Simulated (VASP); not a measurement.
Runs of VASP 6.6.1 on InSb. The structure is that of space group I-4m2 (No. 119), or close to it. The cells are those of the table. 

| cell | pressure (GPa) |
| --- | --- |
| a = 4.581, b = 4.581, c = 4.649 Å, angles 59.5, 59.5, 61.0°, 2 atoms | (a) |
| a = 4.650, b = 4.650, c = 4.718 Å, angles 59.5, 59.5, 61.0°, 2 atoms | (b) |
| a = 4.583, b = 4.583, c = 4.718 Å, angles 59.0, 59.0, 62.0°, 2 atoms | -0.4 |
| a = 4.548, b = 4.548, c = 4.649 Å, angles 59.3, 59.3, 61.5°, 2 atoms | 0.9 |
| a = 4.616, b = 4.616, c = 4.718 Å, angles 59.3, 59.3, 61.5°, 2 atoms | -1.0 |

Alike in all rows: task single point; level PBEsol; potentials or basis VASP PAW PBE potentials, release 64 (In_d, Sb); no spin polarisation; k mesh 12 × 12 × 12; cutoff (eV) 520; smearing gaussian 0.15 eV.

Task: Estimate the missing entries.

Result: (a) 0.2; (b) -1.6.

Caveats: the PAW data sets were made with another functional, which shifts forces and pressure a little.
